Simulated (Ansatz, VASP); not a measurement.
## One calculation of Si2Ge, two programs

```xyz
12
Lattice="3.5926 -0.0011 0.0124 -0.0014 6.1865 -0.0112 0.0350 -0.0180 9.6214" Properties=species:S:1:pos:R:3 pbc="T T T"
Si    0.0328    2.0174    7.0010
Si    1.8280    5.1105    7.0025
Si    0.0058    2.0741    3.9924
Si    1.8008    5.1662    3.9938
Si    1.7983    1.0564    2.6210
Si    3.5933    4.1496    2.6209
Si    1.8253    0.9997    5.6289
Si    3.6205    4.0927    5.6301
Ge    0.0008    2.0738    0.9422
Ge    1.7960    5.1669    0.9430
Ge    1.8301    1.0023    8.6794
Ge    3.6253    4.0945    8.6804
```

Change from the starting cell: cell x2, atoms moved at random (sigma 0.1 Å) and cell strained at random (1.5 %), then relaxed without symmetry.

Alike in both runs: functional PBE; k mesh 6 × 4 × 2; occupations gaussian, width 0.2 eV; no spin polarisation.

Ansatz relaxed the structure, and its values are those at the end. VASP's run is a single point on that final structure, the one shown.

|  | VASP | Ansatz |
| --- | --- | --- |
| version | VASP 6.6.1 | Ansatz 0.2.0 |
| potentials or method | VASP PAW PBE potentials, release 64 (Si, Ge_d), cutoff 520 eV | scalar-relativistic, plane waves, PAW |
| valence electrons in the cell | 88 | 88 |

Ansatz gave:

```
gap on the k mesh at the Fermi level (eV) : none
pressure (GPa)                            : 0.0
rms of the force components (eV/Å)        : 0.004
```

Task: Estimate VASP's values.

Result: gap on the k mesh at the Fermi level (eV): none; pressure (GPa): 0.0; rms of the force components (eV/Å): 0.003.

A gap of «none» marks a metal or a gap that the smearing closes.
